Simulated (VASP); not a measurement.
# Mg3Cd2Te3 (P6/mmm) in VASP: relaxation of cell and atoms with PBE

Aim: the relaxation of cell and atoms of Mg3Cd2Te3 with PBE.

Program: VASP 6.6.1. These are calculated values, not measurements. Logs are shortened: lines on timing, memory, paths and dates and some standing lists are left out, and cuts for length are marked.

**1. The cell of the first run**

It takes space group P6/mmm (No. 191, hexagonal). Conventional cell: a = 5.681 Å, b = 5.681 Å, c = 8.307 Å, α = 90.00°, β = 90.00°, γ = 120.00°. Within 4.3 Å of Mg (site symmetry -6m2) lie 3 Mg at 3.28 Å and 5 Te at 3.28 to 4.15 Å and 6 Cd at 3.79 Å. Within 3.0 Å of Mg (site symmetry 6/mmm) lie 2 Cd at 2.25 Å. Within 2.5 Å of Cd (site symmetry 6mm) lie 1 Te at 1.90 Å and 1 Mg at 2.25 Å. Within 4.3 Å of Te (site symmetry -6m2) lie 3 Te at 3.28 Å and 5 Mg at 3.28 to 4.15 Å and 6 Cd at 3.98 Å. Within 2.5 Å of Te (site symmetry 6/mmm) lie 2 Cd at 1.90 Å.

The cell was generated, and may not be a known phase.

**2. Relaxation of cell and atoms, PBE**

Input file INCAR:

```
SYSTEM = Mg3Cd2Te3
PREC = Accurate
ENCUT = 600
EDIFF = 1E-6
ISMEAR = 0
SIGMA = 0.2
LREAL = .FALSE.
LASPH = .TRUE.
NELM = 80
ALGO = Normal
ISIF = 3
LWAVE = .FALSE.
LCHARG = .FALSE.
GGA = PE
IBRION = 2
NSW = 36
EDIFFG = -0.08
```

Input file KPOINTS:

```
regular mesh
0
G
  3 3 2
  0 0 0
```

Input file POSCAR:

```
Mg3Cd2Te3
1.0
    5.6810239900      0.0000000000      0.0000000000
   -2.8405120000      4.9199111000      0.0000000000
    0.0000000000      0.0000000000      8.3066625300
Mg Cd Te
3 2 3
Direct
    0.3333333300      0.6666666700      0.0000000000
    0.6666666700      0.3333333300      0.0000000000
    0.0000000000      0.0000000000      0.5000000000
    0.0000000000      0.0000000000      0.2288047300
    0.0000000000      0.0000000000      0.7711952700
    0.3333333300      0.6666666700      0.5000000000
    0.6666666700      0.3333333300      0.5000000000
    0.0000000000      0.0000000000      0.0000000000
```

Potentials or basis: VASP PAW PBE potentials, release 64 (Mg, Cd, Te).

Command:

```bash
$ cat potpaw_PBE.64/Mg/POTCAR potpaw_PBE.64/Cd/POTCAR potpaw_PBE.64/Te/POTCAR > POTCAR
$ mpirun -np 1 vasp_std > vasp.out
```

OUTCAR:

```text
SYSTEM = Mg3Cd2Te3
   PREC = Accurate
   ENCUT = 600
   EDIFF = 1E-6
   ISMEAR = 0
   LREAL = .FALSE.
   LASPH = .TRUE.
   NELM = 80
   ISIF = 3
   GGA = PE
   IBRION = 2
   NSW = 36
   EDIFFG = -0.08

 ion  position               nearest neighbor table
   1  0.333  0.667  0.000-   2 3.28   8 3.28   2 3.28   8 3.28   8 3.28   2 3.28
   2  0.667  0.333  0.000-   1 3.28   8 3.28   1 3.28   8 3.28   8 3.28   1 3.28
   3  0.000  0.000  0.500-   4 2.25   5 2.25   6 3.28   7 3.28   7 3.28   6 3.28   7 3.28   6 3.28

   4  0.000  0.000  0.229-   8 1.90   3 2.25
   5  0.000  0.000  0.771-   8 1.90   3 2.25
   6  0.333  0.667  0.500-   7 3.28   3 3.28   7 3.28   3 3.28   3 3.28   7 3.28
   7  0.667  0.333  0.500-   6 3.28   3 3.28   6 3.28   3 3.28   3 3.28   6 3.28
   8  0.000  0.000  0.000-   4 1.90   5 1.90   1 3.28   2 3.28   2 3.28   1 3.28   2 3.28   1 3.28

  LATTYP: Found a hexagonal cell.
 ALAT       =     5.6810239900
 C/A-ratio  =     1.4621769851

  Lattice vectors:

 A1 = (   5.6810239900,   0.0000000000,   0.0000000000)
 A2 = (  -2.8405120000,   4.9199111000,   0.0000000000)
 A3 = (   0.0000000000,   0.0000000000,   8.3066625300)

Analysis of symmetry for initial positions (statically):
=====================================================================
 Subroutine PRICEL returns:
 Original cell was already a primitive cell.

 Routine SETGRP: Setting up the symmetry group for a
 hexagonal supercell.

 Subroutine GETGRP returns: Found 24 space group operations
 (whereof 24 operations were pure point group operations)
 out of a pool of 24 trial point group operations.

The static configuration has the point symmetry D_6h.

Analysis of symmetry for dynamics (positions and initial velocities):
=====================================================================
 Subroutine PRICEL returns:
 Original cell was already a primitive cell.

 Routine SETGRP: Setting up the symmetry group for a
 hexagonal supercell.

 Subroutine GETGRP returns: Found 24 space group operations
 (whereof 24 operations were pure point group operations)
 out of a pool of 24 trial point group operations.

The dynamic configuration has the point symmetry D_6h.

 Subroutine INISYM returns: Found 24 space group operations
 (whereof 24 operations are pure point group operations),
 and found     1 'primitive' translations

----------------------------------------------------------------------------------------

                                     Primitive cell

  volume of cell :     232.1723

  direct lattice vectors                    reciprocal lattice vectors
     5.681023990  0.000000000  0.000000000     0.176024604  0.101627853  0.000000000
    -2.840512000  4.919911100  0.000000000     0.000000000  0.203255705  0.000000000
     0.000000000  0.000000000  8.306662530     0.000000000  0.000000000  0.120385293

  length of vectors
     5.681023990  5.681023997  8.306662530     0.203255705  0.203255705  0.120385293

  position of ions in fractional coordinates (direct lattice)
     0.333333330  0.666666670  0.000000000
     0.666666670  0.333333330  0.000000000
     0.000000000  0.000000000  0.500000000
     0.000000000  0.000000000  0.228804730
     0.000000000  0.000000000  0.771195270
     0.333333330  0.666666670  0.500000000
     0.666666670  0.333333330  0.500000000
     0.000000000  0.000000000  0.000000000

  ion indices of the primitive-cell ions
   primitive index   ion index
                 1           1
                 2           2
                 3           3
                 4           4
                 5           5
                 6           6
                 7           7
                 8           8

----------------------------------------------------------------------------------------

 KPOINTS: regular mesh

Automatic generation of k-mesh.
 Grid dimensions read from file:
 generate k-points for:    3    3    2

 Generating k-lattice:

  Cartesian coordinates                     Fractional coordinates (reciprocal lattice)
     0.058674868  0.033875951  0.000000000     0.333333333  0.000000000  0.000000000
     0.000000000  0.067751902  0.000000000     0.000000000  0.333333333  0.000000000
     0.000000000  0.000000000  0.060192646     0.000000000  0.000000000  0.500000000

  Length of vectors
     0.067751902  0.067751902  0.060192646

  Shift w.r.t. Gamma in fractional coordinates (k-lattice)
     0.000000000  0.000000000  0.000000000

 Subroutine IBZKPT returns following result:
 ===========================================

 Found      6 irreducible k-points:

 Following reciprocal coordinates:
            Coordinates               Weight
  0.000000  0.000000  0.000000      1.000000
  0.333333  0.000000  0.000000      6.000000
  0.333333  0.333333  0.000000      2.000000
  0.000000  0.000000  0.500000      1.000000
  0.333333  0.000000  0.500000      6.000000
  0.333333  0.333333  0.500000      2.000000
   k-points           NKPTS =      6   k-points in BZ     NKDIM =      6   number of bands    NBANDS=     29
   number of dos      NEDOS =    301   number of ions     NIONS =      8
   total plane-waves  NPLWV = 161280
   dimension x,y,z NGX =    48 NGY =   48 NGZ =   70
   dimension x,y,z NGXF=    96 NGYF=   96 NGZF=  140
   ions per type =               3   2   3
   NGX,Y,Z   is equivalent  to a cutoff of  14.05, 14.05, 14.01 a.u.
   NGXF,Y,Z  is equivalent  to a cutoff of  28.09, 28.09, 28.02 a.u.
 SYSTEM =  Mg3Cd2Te3
   PREC   = accura    normal or accurate (medium, high low for compatibility)
   ISTART =      0    job   : 0-new  1-cont  2-samecut
   ICHARG =      2    charge: 1-file 2-atom 10-const
   ISPIN  =      1    spin polarized calculation?
   LNONCOLLINEAR =      F non collinear calculations
   LSORBIT =      F    spin-orbit coupling
   LASPH  =      T    aspherical Exc in radial PAW
   ENCUT  =  600.0 eV  44.10 Ry    6.64 a.u.  11.35 11.35 16.59*2*pi/ulx,y,z
   NELM   =     80;   NELMIN=  2; NELMDL= -5     # of ELM steps
   EDIFF  = 0.1E-05   stopping-criterion for ELM
   LREAL  =      F    real-space projection
   EDIFFG = -.8E-01   stopping-criterion for IOM
   NSW    =     36    number of steps for IOM
   IBRION =      2    ionic relax: 0-MD 1-quasi-New 2-CG
   NFREE  =      1    steps in history (QN), initial steepest desc. (CG)
   ISIF   =      3    stress and relaxation
   ISYM   =      2    0-nonsym 1-usesym 2-fastsym
   POTIM  = 0.5000    time-step for ionic-motion
   TEBEG  =    0.0;   TEEND  =   0.0 temperature during run
   PSTRESS=    0.0 pullay stress
   NELECT =      48.0000    total number of electrons
   NUPDOWN=      -1.0000    fix difference up-down
   EMIN   =  10.00;   EMAX   =-10.00  energy-range for DOS
   EFERMI =   0.00;   METHOD = LEGACY
   ISMEAR =     0;   SIGMA  =   0.20  broadening in eV -4-tet -1-fermi 0-gaus
   EFERMI_NEDOS =   21; number of points for ismear=-14 and -15
   IALGO  =     38    algorithm
   IMIX   =      4    mixing-type and parameters
     AMIX     =   0.40;   BMIX     =  1.00
     AMIX_MAG =   1.60;   BMIX_MAG =  1.00
  volume/ion in A,a.u.               =      29.02       195.85
  Fermi-wavevector in a.u.,A,eV,Ry     =   0.968022  1.829296 12.749557  0.937066
  Thomas-Fermi vector in A             =   2.097956
   LORBIT       =      0    0 simple, 1 ext, 2 COOP (PROOUT), +10 PAW based schemes
   GGA     = PE    functional components
   LHFCALC =     F    Hartree Fock is set to
   AEXX    =    0.0000 exact exchange contribution
   IVDW    =     0    specifies the selected vdW correction
   LEPSILON=     F    determine dielectric tensor
   LRPA    =     F    only Hartree local field effects (RPA)
 conjugate gradient relaxation of ions
 non-spin polarized calculation
 Gauss-broadening in eV      SIGMA  =   0.20
  energy-cutoff  :      600.00
  volume of cell :      232.17
 maximum number of plane-waves:      7786
 NGX is ok and might be reduce to    48
   NGX = 23   NGY = 23   NGZ = 33

--------------------------------------- Ionic step        1  -------------------------------------------

 number of electron      47.9999994 magnetization

 Free energy of the ion-electron system (eV)
  ---------------------------------------------------
  ext. energy  EPLUGINS =         0.00000000
  ---------------------------------------------------
  free energy    TOTEN  =         3.46791438 eV

  energy without entropy =        3.70602413  energy(sigma->0) =        3.58696925

------------------------ aborting loop because EDIFF is reached ----------------------------------------

  FORCE on cell =-STRESS in cart. coord.  units (eV):
  Direction    XX          YY          ZZ          XY          YZ          ZX
  --------------------------------------------------------------------------------------
  -------------------------------------------------------------------------------------
  Total        1.6566248      1.6566248    128.7531544     -0.0000000     -0.0000000     -0.0000000
  in kB       11.4320544     11.4320545    888.5011915     -0.0000000     -0.0000000     -0.0000000
  external PRESSURE =     303.7884335 kB  Pullay stress =       0.0000000 kB
[... 107 lines left out ...]
  FREE ENERGIE OF THE ION-ELECTRON SYSTEM (eV)
  ---------------------------------------------------
  free  energy   TOTEN  =        -4.4957750815 eV

  energy  without entropy=       -4.2576077578  energy(sigma->0) =       -4.37669142

 E-fermi :  -0.3882     XC(G=0):  -5.0880

 val. band max:       -0.9693976089   @ k =   0.3333   0.0000   0.0000
 cond. band min:      -0.3572906559   @ k =   0.0000   0.0000   0.5000
 fundamental gap:      0.6121069530
 Fermi energy:        -0.3881705705

 k-point     1 :       0.0000    0.0000    0.0000
  band No.  band energies     occupation
      1     -12.4108      2.00000
      2     -12.3622      2.00000
      3     -10.3804      2.00000
      4     -10.3804      2.00000
      5     -10.3235      2.00000
      6     -10.3235      2.00000
[... 181 lines left out ...]
     28       0.6056      0.00000
     29       0.6056      0.00000

[... ionic steps 4 to 18 ...]

--------------------------------------- Ionic step       19  -------------------------------------------

 number of electron      47.9999991 magnetization

------------------------ aborting loop because EDIFF is reached ----------------------------------------

  FORCE on cell =-STRESS in cart. coord.  units (eV):
  Direction    XX          YY          ZZ          XY          YZ          ZX
  --------------------------------------------------------------------------------------
  -------------------------------------------------------------------------------------
  Total        0.0270120      0.0270120      0.5893984     -0.0000000     -0.0000000      0.0000000
  in kB        0.1280949      0.1280949      2.7950109     -0.0000000     -0.0000000      0.0000000
  external PRESSURE =       1.0170669 kB  Pullay stress =       0.0000000 kB
[... 69 lines left out ...]
  energy  without entropy=      -13.8769745103  energy(sigma->0) =      -13.90640256

--------------------------------------- Ionic step       21  -------------------------------------------

 number of electron      48.0000038 magnetization

 Free energy of the ion-electron system (eV)
  ---------------------------------------------------
  ext. energy  EPLUGINS =         0.00000000
  ---------------------------------------------------
  free energy    TOTEN  =       -13.94890967 eV

  energy without entropy =      -13.89225392  energy(sigma->0) =      -13.92058179

 E-fermi :   1.8227     XC(G=0):  -7.1401

 val. band max:        1.7959506113   @ k =   0.0000   0.0000   0.0000
 cond. band min:       1.9902437879   @ k =   0.0000   0.0000   0.5000
 fundamental gap:      0.1942931766
 Fermi energy:         1.8226706809

 k-point     1 :       0.0000    0.0000    0.0000
  band No.  band energies     occupation
      1     -10.6778      2.00000
      2     -10.5934      2.00000
      3      -7.1256      2.00000
      4      -6.5707      2.00000
      5      -6.5699      2.00000
      6      -6.5005      2.00000
[... 216 lines left out ...]
  FREE ENERGIE OF THE ION-ELECTRON SYSTEM (eV)
  ---------------------------------------------------
  free  energy   TOTEN  =       -13.9489096658 eV

  energy  without entropy=      -13.8922539198  energy(sigma->0) =      -13.92058179

 reached required accuracy - stopping structural energy minimisation
```

Run time: 9.7 min. Hardware: 1 thread of Intel Xeon 6975P-C (Granite Rapids), shared host; peak memory 0.46 GiB.

Results:

| Property | Result |
| --- | --- |
| Free energy | -13.9489 eV |
| Relaxed volume | 41.90 Å³/atom |
| Relaxed cell | a = 5.370 Å, b = 5.370 Å, c = 13.423 Å, α = 90.00°, β = 90.00°, γ = 120.00° |
| Space group after relaxing (to 0.1 Å) | P6/mmm (No. 191) |
| Pressure after relaxing | 0.2 GPa |
| Largest force after relaxing | 0.073 eV/Å |
| Band gap on the k mesh | zero (bands 24 and 25 overlap by 0.35 eV) |

Forces on the atoms (eV/Å):
```
Mg   0.000  0.000  0.000
Mg   0.000  0.000  0.000
Mg   0.000  0.000  0.000
Cd   0.000  0.000 -0.073
Cd   0.000  0.000  0.073
Te   0.000  0.000  0.000
Te   0.000  0.000  0.000
Te   0.000  0.000  0.000
```

Final structure:
```yaml
crystal:
  lattice:
    - [5.36963, 0.00000, 0.00000]
    - [-2.68481, 4.65023, 0.00000]
    - [0.00000, 0.00000, 13.42290]
  atoms:
    - { symbol: Mg, position: [0.33333, 0.66667, 0.00000] }
    - { symbol: Mg, position: [0.66667, 0.33333, 0.00000] }
    - { symbol: Mg, position: [0.00000, 0.00000, 0.50000] }
    - { symbol: Cd, position: [0.00000, 0.00000, 0.28559] }
    - { symbol: Cd, position: [0.00000, 0.00000, 0.71441] }
    - { symbol: Te, position: [0.33333, 0.66667, 0.50000] }
    - { symbol: Te, position: [0.66667, 0.33333, 0.50000] }
    - { symbol: Te, position: [0.00000, 0.00000, 0.00000] }
```

Caveat: the k points lie up to 0.45 Å⁻¹ apart in the final cell; the volume moved by over 15 % at a fixed basis, so the end points are rough; semilocal functionals underestimate gaps, and a narrow one can read as zero; spin-orbit coupling is left out, which moves the levels of the heavy elements; the relaxation stopped at a loose force limit of 0.08 eV/Å, so its end isn't a converged minimum.

The gap in the log of VASP goes by the Fermi energy; the results here count the filled bands.